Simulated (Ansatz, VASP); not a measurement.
## Tl in VASP and in Ansatz

```
CELL_PARAMETERS angstrom
-1.63170 1.63170 2.48239
1.63170 -1.63170 2.48239
1.63170 1.63170 -2.48239
ATOMIC_POSITIONS crystal
Tl 0.00000 0.00000 0.00000
```

Alike in both runs: task single point; functional PBEsol; k mesh 18 × 18 × 18; occupations gaussian, width 0.1 eV; no spin polarisation.

|  | VASP | Ansatz |
| --- | --- | --- |
| version | VASP 6.6.1 | Ansatz 0.2.0 |
| potentials or method | VASP PAW PBE potentials, release 64 (Tl_d), cutoff 520 eV | scalar-relativistic, plane waves, PAW |
| valence electrons in the cell | 13 | 13 |

```tsv
	VASP	Ansatz	Ansatz less VASP
gap on the k mesh at the Fermi level (eV)	none	none	-
pressure (GPa)	3.1	3.1	+0.04
traceless stress, the component that is largest in VASP (GPa)	-0.32	-0.32	+0.003
```

VASP's potentials were made for PBE, not for PBEsol. A gap of «none» marks a metal or a gap that the smearing closes. With one functional, cell and mesh, what is left measures potentials, basis and numerics.

Spin-orbit coupling is off throughout.
